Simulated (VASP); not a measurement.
Au: single point with r2SCANh

Au:

```
Au
1.0
    -1.65727    1.65727    1.65727
     1.65727   -1.65727    1.65727
     1.65727    1.65727   -1.65727
Au
1
Direct
  0.00000 0.00000 0.00000
```

This isn't the form of Au at room conditions, which is fcc.

```yaml
Program: VASP 6.6.1
Task: single point
Functional: r2SCANh
Potentials_or_basis: VASP PAW PBE potentials, release 64 (Au)
Cutoff: 520 eV
k_mesh: 6 × 6 × 6
Occupations: fermi-dirac, width 0.05 eV
Spin: no spin polarisation
```

```
Pressure               : -5.2 GPa
Band gap on the k mesh : zero (an odd number of electrons rules out a gap without spin polarisation)
```

Levels at points of the mesh, in eV from the Fermi level:
```csv
k point,band 2,band 3,band 4,band 5,band 6,band 7,band 8,band 9,band 10,band 11
"(0.00, 0.00, 0.00)",-5.72,-5.72,-5.72,-3.93,-3.93,17.52,17.52,17.52,24.38,24.38
"(0.50, 0.00, 0.00)",-6.73,-4.05,-3.74,-2.36,-0.64,3.34,13.16,14.25,22.04,22.46
"(0.50, 0.50, 0.50)",-7.52,-2.74,-2.74,-2.74,6.64,6.64,6.64,9.66,16.14,16.14
```

It took 13 min on 1 thread of Intel(R) Xeon(R) Platinum 8259CL CPU @ 2.50GHz (Skylake/Cascade Lake) (shared host), peak memory 0.16 GiB.

Caveat: the k points lie up to 0.45 Å⁻¹ apart, too coarse for converged energies and pressures of a metal; the PAW data sets were made with another functional, which shifts forces and pressure a little; spin-orbit coupling is left out, which moves the levels of the heavy elements.
